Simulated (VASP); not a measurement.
Crystal: Re.

```
Re
1.0
     2.76080    0.00000    0.00000
    -1.38040    2.39092    0.00000
     0.00000    0.00000    4.45820
Re
2
Cartesian
  0.0000 1.5939 1.1145
  1.3804 0.7970 3.3436
```

```yaml
Program: VASP 6.6.1
Task: relaxation of cell and atoms
Functional: LDA
Potentials_or_basis: VASP PAW LDA potentials, release 64 (Re_sv_GW)
Cutoff: 560 eV
k_mesh: 13 × 13 × 7
Occupations: fermi-dirac, width 0.1 eV
Spin: no spin polarisation
```

At the start: pressure -10.1 GPa; volume 14.71 Å³/atom.

**Question.** Where does the relaxation end?

**Answer.** Over 9 steps the energy falls by 12.2 meV/atom and the volume is 14.34 Å³/atom (-2.5 %); space group P6_3/mmc (No. 194, to 0.1 Å) before and after.

Step by step:
| step | energy change (eV) | largest force (eV/Å) | pressure (GPa) | volume (Å³) |
| --- | --- | --- | --- | --- |
| 1 | 0.0000 | 0.0000 | -10.07 | 29.43 |
| 2 | 0.4756 | 0.0000 | 58.50 | 25.66 |
| 3 | -0.0242 | 0.0000 | -0.56 | 28.72 |
| 4 | -0.0243 | 0.0000 | -0.05 | 28.68 |
| 5 | -0.0243 | 0.0000 | 0.16 | 28.67 |
| 6 | -0.0243 | 0.0000 | 0.13 | 28.67 |
| 7 | -0.0243 | 0.0000 | 0.14 | 28.67 |
| 8 | -0.0243 | 0.0000 | -0.44 | 28.71 |
| 9 | -0.0243 | 0.0000 | 0.00 | 28.68 |

Final structure:
```
Re
1.0
     2.73963    0.00000    0.00000
    -1.36981    2.37259    0.00000
     0.00000    0.00000    4.41221
Re
2
Direct
  0.33333 0.66667 0.25000
  0.66667 0.33333 0.75000
```
